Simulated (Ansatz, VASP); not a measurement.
One calculation of C, two programs

```xyz
1
Lattice="1.7755 0.0000 0.0000 0.0000 1.7755 0.0000 0.0000 0.0000 1.7755" Properties=species:S:1:pos:R:3 pbc="T T T"
C     0.0000    0.0000    0.0000
```

Alike in both runs: task single point; functional revPBE; k mesh 20 × 20 × 20; occupations fermi-dirac, width 0.1 eV; no spin polarisation.

|  | VASP | Ansatz |
| --- | --- | --- |
| version | VASP 6.6.1 | Ansatz 0.2.0 |
| potentials or method | VASP PAW PBE potentials, release 64 (C), cutoff 600 eV | plane waves (420 eV) with PAW, scalar-relativistic |
| valence electrons in the cell | 4 | 4 |

```tsv
	VASP	Ansatz	Ansatz less VASP
pressure (GPa)	4.0	4.3	+0.35
```

VASP's potentials were made for PBE, not for revPBE. With one functional, cell and mesh, what is left measures potentials, basis and numerics.
